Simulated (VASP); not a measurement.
Set up this calculation in VASP 6.6.1, as the native input.

```
Task                   : single point
Functional             : PBEsol
Potentials or basis    : VASP PAW PBE potentials, release 64 (Co, O)
Cutoff                 : 520 eV
k mesh                 : 11 × 11 × 11
Occupations            : fermi-dirac, width 0.05 eV
Spin                   : collinear spin, ferromagnetic start
Starting moments       : [2.0, 0.0] μB
Dipole correction      : no
Further INCAR settings : ALGO = Normal; EDIFF = 1e-06; NBANDS = 18
```

The structure of CoO lies in POSCAR:

```
CoO
1.0
    0.0000000000      2.0858840028      2.0858840028
    2.0858840028      0.0000000000      2.0858840028
    2.0858840028      2.0858840028      0.0000000000
Co O
1 1
Direct
    0.0000000000      0.0000000000      0.0000000000
    0.5000000000      0.5000000000      0.5000000000
```

These files were run (other wordings do the same):

INCAR

```
PREC = Accurate ; ENCUT = 520
EDIFF = 1E-6 ; ISMEAR = -1
SIGMA = 0.05 ; LREAL = F
LASPH = T ; NELM = 150
ALGO = Normal ; ISIF = 2
LWAVE = F ; LCHARG = F
ISPIN = 2 ; MAGMOM = 2 0
LORBIT = 11 ; LMAXMIX = 4
GGA = PS ; NBANDS = 18
```

KPOINTS

```
regular mesh
0
Gamma
  11 11 11
```

Potentials or basis: VASP PAW PBE potentials, release 64 (Co, O).

Run with:

```sh
$ cat potpaw_PBE.64/Co/POTCAR potpaw_PBE.64/O/POTCAR > POTCAR
$ mpirun -np 1 vasp_std > vasp.out
```

It gave:

* Pressure: -0.9 GPa
* Net moment: 2.77 μB per cell
* Site moments: Co +2.44; O +0.28 μB
* Valence electrons inside the program's atomic spheres: Co 7.92; O 4.98

Caveat: the PAW data sets were made with another functional, which shifts forces and pressure a little; a cell with one magnetic atom can't hold antiferromagnetic order, which such compounds often take.

It took 17 s on 1 thread of Intel(R) Xeon(R) 6975P-C (Granite Rapids), on a shared host, peak memory 0.16 GiB.
